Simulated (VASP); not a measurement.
Set up this calculation in VASP 6.6.1, as the native input.

```yaml
Task: single point
Functional: PBE
Potentials_or_basis: VASP PAW PBE potentials, release 64 (Al, H)
Cutoff: 520 eV
k_mesh: 6 × 6 × 1
Occupations: gaussian, width 0.1 eV
Spin: no spin polarisation
Dipole_correction: yes
Further_INCAR_settings: ALGO = Normal; EDIFF = 1e-06; NBANDS = 32
```

The structure of Al6H lies in POSCAR:

```
Al6H
1.0
    5.7143028096      0.0000000000      0.0000000000
   -2.8571514048      4.9487313980      0.0000000000
    0.0000000000      0.0000000000     22.6016424636
Al H
12 2
Direct
    0.3333333333      0.1666666667      0.1769782885
    0.3333333333      0.6666666667      0.1769782885
    0.8333333333      0.1666666667      0.1769782885
    0.8333333333      0.6666666667      0.1769782885
    0.1666666667      0.3333333333      0.2787817904
    0.1666666667      0.8333333333      0.2787817904
    0.6666666667      0.3333333333      0.2787817904
    0.6666666667      0.8333333333      0.2787817904
    0.0000000000      0.0000000000      0.3805759903
    0.0000000000      0.5000000000      0.3805759903
    0.5000000000      0.0000000000      0.3805759903
    0.5000000000      0.5000000000      0.3805759903
    0.1903382450      0.3806764901      0.5398564500
    0.3096617550      0.6193235099      0.5398564500
```

One way to write it, as run:

INCAR

```
SYSTEM = Al6H
ALGO = Normal
DIPOL = 0.5 0.5 0.316
EDIFF = 1E-6
ENCUT = 520
GGA = PE
IDIPOL = 3
ISIF = 2
ISMEAR = 0
LASPH = .TRUE.
LCHARG = .FALSE.
LDIPOL = .TRUE.
LREAL = .FALSE.
LWAVE = .FALSE.
NBANDS = 32
NELM = 60
PREC = Accurate
SIGMA = 0.1
```

KPOINTS

```
k-points
0
G
  6 6 1
  0 0 0
```

Potentials or basis: VASP PAW PBE potentials, release 64 (Al, H).

The run is started by

```sh
$ cat potpaw_PBE.64/Al/POTCAR potpaw_PBE.64/H/POTCAR > POTCAR
$ mpirun -np 1 vasp_std > vasp.out
```

It gave:

The largest force is 4.615 eV/Å and the band gap on the k mesh is zero (bands 19 and 20 overlap by 1.02 eV).

It took 15 min on 1 thread of Intel Xeon 8259CL (shared host), peak memory 0.7 GiB.
